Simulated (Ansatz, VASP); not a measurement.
## Two plane-wave programs on S

INCAR

```
ALGO = Normal ; EDIFF = 1E-7
EDIFFG = -0.005 ; ENCUT = 600
GGA = PE ; IBRION = 2
ISIF = 3 ; ISMEAR = 0
IVDW = 12 ; LASPH = T
LCHARG = F ; LREAL = F
LWAVE = F ; NELM = 60
NSW = 100 ; PREC = Accurate
SIGMA = 0.1
```

Contents of KPOINTS:

```
k-points
0
Gamma
  8 8 14
```

File POSCAR:

```
S
1.0
    5.4971095022      0.0000000000      0.0000000000
    0.0000000000      5.4971095022      0.0000000000
    0.0000000000      0.0000000000      2.9366576484
S
4
Direct
    0.8779208616      0.8779208616      0.5000000000
    0.1220791384      0.1220791384      0.5000000000
    0.3779208616      0.6220791384      0.0000000000
    0.6220791384      0.3779208616      0.0000000000
```

Input for Ansatz:

```yaml
crystal:
  lattice:
    - [5.4971095022, 0.0, 0.0]
    - [0.0, 5.4971095022, 0.0]
    - [0.0, 0.0, 2.9366576484]
  atoms:
    - { symbol: S, position: [0.8779208616, 0.8779208616, 0.5] }
    - { symbol: S, position: [0.1220791384, 0.1220791384, 0.5] }
    - { symbol: S, position: [0.3779208616, 0.6220791384, 0.0] }
    - { symbol: S, position: [0.6220791384, 0.3779208616, 0.0] }
basis:
  ecutwfc: 420
kpoints:
  mp_grid: { grid: [8, 8, 14] }
hamiltonian:
  xc: pbe
  dispersion: d3bj
scf:
  occupations: { method: gaussian, width: 0.1 }
output:
  forces: true
  stress: true
  eigenvalues: true
relax:
  adjacent_minimum: "off"
  f_tol: 0.005
  max_steps: 80
  cell: { stress_tol: 0.05 }
```

Alike in both runs: task relaxation of cell and atoms; functional PBE; dispersion D3(BJ); k mesh 8 × 8 × 14; occupations gaussian, width 0.1 eV; no spin polarisation.

|  | VASP | Ansatz |
| --- | --- | --- |
| version | VASP 6.6.1 | Ansatz 0.2.0 |
| potentials or method | VASP PAW PBE potentials, release 64 (S), cutoff 600 eV | scalar-relativistic, plane waves, PAW |
| valence electrons in the cell | 24 | 24 |

|  | VASP | Ansatz | Ansatz less VASP |
| --- | --- | --- | --- |
| gap on the k mesh at the Fermi level, each at its own relaxed structure (eV) | none | none | - |
| relaxed volume (Å³/atom) | 22.16 | 22.19 | +0.038 |
| relaxed cell length with the largest relative difference (Å) | 2.957 | 2.960 | +0.0031 |

A gap of «none» marks a metal or a gap that the smearing closes.
